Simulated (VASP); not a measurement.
The system is KMgI3.

```
CELL_PARAMETERS angstrom
5.81386 0.00000 0.00000
0.00000 5.81386 0.00000
0.00000 0.00000 5.81386
ATOMIC_POSITIONS crystal
K 0.00000 0.00000 0.00000
Mg 0.50000 0.50000 0.50000
I 0.50000 0.50000 0.00000
I 0.50000 0.00000 0.50000
I 0.00000 0.50000 0.50000
```

Base run:

```yaml
Program: VASP 6.6.1
Functional: PBE
Potentials_or_basis: VASP PAW PBE potentials, release 64 (K_sv, Mg, I)
Cutoff: 520 eV
k_mesh: 4 × 4 × 4
Occupations: gaussian, width 0.01 eV
Spin: no spin polarisation
```

Its results: band gap on the k mesh 1.21 eV, indirect (least direct gap 1.71 eV); pressure 0.4 GPa.

Question: The run is repeated on the same cell with these changes: functional from PBE to r2SCAN; further incar settings from ALGO = Normal; EDIFF = 1e-07; NBANDS = 24 to ALGO = Normal; EDIFF = 1e-06; NBANDS = 24. What comes out?

Answer: Band gap on the k mesh 1.83 eV, indirect (least direct gap 2.36 eV); pressure -0.1 GPa.

Caveats: spin-orbit coupling is left out, which moves the levels of the heavy elements; the PAW data sets were made with another functional, which shifts forces and pressure a little (some runs).

A k mesh can miss the band edges.
